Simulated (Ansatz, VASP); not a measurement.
## MgCd3O: VASP beside Ansatz

```
Mg Cd O
1.0
     4.48772    0.00000    0.00000
     0.00000    4.48772    0.00000
     0.00000    0.00000    5.06196
Mg Cd O
1 3 1
Direct
  0.50000 0.50000 0.58045
  0.50000 0.00000 0.04268
  0.00000 0.50000 0.04268
  0.50000 0.50000 0.12637
  0.00000 0.00000 0.97456
```

Alike in both runs: task single point; functional PBE; k mesh 4 × 4 × 4; occupations gaussian, width 0.1 eV; collinear spin.

|  | VASP | Ansatz |
| --- | --- | --- |
| version | VASP 6.6.1 | Ansatz 0.2.0 |
| potentials or method | VASP PAW PBE potentials, release 64 (Mg, Cd, O), cutoff 600 eV | scalar-relativistic, plane waves, PAW |
| valence electrons in the cell | 44 | 76 |

```tsv
	VASP	Ansatz	Ansatz less VASP
gap on the k mesh at the Fermi level (eV)	none	none	-
rms of the force components (eV/Å)	1.038	0.997	-0.0413
net moment per atom (μB)	0.00	0.00	0.000
```

Atom by atom the forces differ by 0.066 eV/Å (rms over components). A gap of «none» marks a metal or a gap that the smearing closes. VASP's potentials hold 44 valence electrons a cell and Ansatz's 76, so a difference there can come from the potentials and not from the codes. Ansatz's warnings: seeded moment not kept.
